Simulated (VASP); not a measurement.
IrRu2: single point with PBE

The system is IrRu2.

```
Ru Ir
1.0
     2.70598    0.00000    0.00000
    -1.35299    2.34345    0.00000
     0.00000    0.00000    6.64164
Ru Ir
2 1
Direct
  0.33333 0.66667 0.66168
  0.66667 0.33333 0.33832
  0.00000 0.00000 0.00000
```

```json
{"Program": "VASP 6.6.1", "Task": "single point", "Functional": "PBE", "Potentials or basis": "VASP PAW PBE potentials, release 64 (Ru_pv, Ir)", "Cutoff": "520 eV", "k mesh": "6 × 6 × 4", "Occupations": "gaussian, width 0.1 eV", "Spin": "collinear spin, ferromagnetic start", "Starting moments": "[1.0, 1.0, 1.0] μB", "Dipole correction": "no", "Further INCAR settings": "ALGO = Fast; EDIFF = 1e-07; NBANDS = 30"}
```

| Item | Value |
| --- | --- |
| Pressure | 1.4 GPa |
| Largest force | 0.020 eV/Å |
| Net moment | 0.00 μB per cell |
| Valence electrons inside the program's atomic spheres | Ru 12.62; Ir 8.36 |

Forces in eV/Å, atoms in the order of the input:
```
Ru   0.000  0.000  0.020
Ru   0.000  0.000 -0.020
Ir   0.000  0.000  0.000
```

Stress tensor (GPa, compression positive):
```
 2.43  0.00  0.00
 0.00  2.43  0.00
 0.00  0.00 -0.61
```

Levels at points of the mesh, in eV from the Fermi level:
Spin up:
```csv
k point,band 14,band 15,band 16,band 17,band 18,band 19,band 20,band 21,band 22,band 23
"(0.00, 0.00, 0.00)",-2.72,-2.55,-2.55,-2.33,-2.01,-0.50,-0.50,0.19,0.19,0.58
"(0.50, 0.00, 0.00)",-2.32,-2.17,-2.09,1.32,1.42,1.49,1.89,1.90,2.78,3.90
"(0.00, 0.00, 0.50)",-2.63,-2.63,-2.39,-2.39,-0.80,-0.80,-0.49,-0.49,0.40,1.39
"(0.50, 0.00, 0.50)",-1.36,-1.24,-0.25,0.22,0.37,1.36,1.36,1.57,1.69,4.52
```
Spin down:
| k point | band 15 | band 16 | band 17 | band 18 | band 19 | band 20 | band 21 | band 22 |
| --- | --- | --- | --- | --- | --- | --- | --- | --- |
| (0.00, 0.00, 0.00) | -2.55 | -2.55 | -2.33 | -2.01 | -0.50 | -0.50 | 0.19 | 0.19 |
| (0.50, 0.00, 0.00) | -2.17 | -2.09 | 1.32 | 1.42 | 1.49 | 1.89 | 1.90 | 2.78 |
| (0.00, 0.00, 0.50) | -2.63 | -2.39 | -2.39 | -0.80 | -0.80 | -0.49 | -0.49 | 0.40 |
| (0.50, 0.00, 0.50) | -1.24 | -0.25 | 0.22 | 0.37 | 1.36 | 1.36 | 1.57 | 1.69 |

Wall time 110 s on 1 thread of Intel Xeon 8259CL, with other jobs on the host, peak memory 0.2 GiB.

Caveat: the k points lie up to 0.45 Å⁻¹ apart; spin-orbit coupling is left out, which moves the levels of the heavy elements.
